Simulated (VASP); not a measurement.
The system is I.

```
CELL_PARAMETERS angstrom
0.00000 2.36560 3.90984
2.19225 0.00000 3.90984
2.19225 2.36560 0.00000
ATOMIC_POSITIONS crystal
I 0.00000 0.00000 0.00000
```

Base run:

* Program: VASP 6.6.1
* Functional: revPBE
* Potentials or basis: VASP PAW PBE potentials, release 64 (I)
* Cutoff: 520 eV
* k mesh: 9 × 9 × 9
* Occupations: fermi-dirac, width 0.05 eV
* Spin: no spin polarisation

Its results: pressure 1.4 GPa.

Question: The run is repeated on the same cell with these changes: functional from revPBE to r2SCAN. What comes out?

Answer: Pressure 0.0 GPa.

Caveats: the PAW data sets were made with another functional, which shifts forces and pressure a little; an odd number of electrons without spin polarisation forces a metal; a magnetic or distorted state may lie lower.
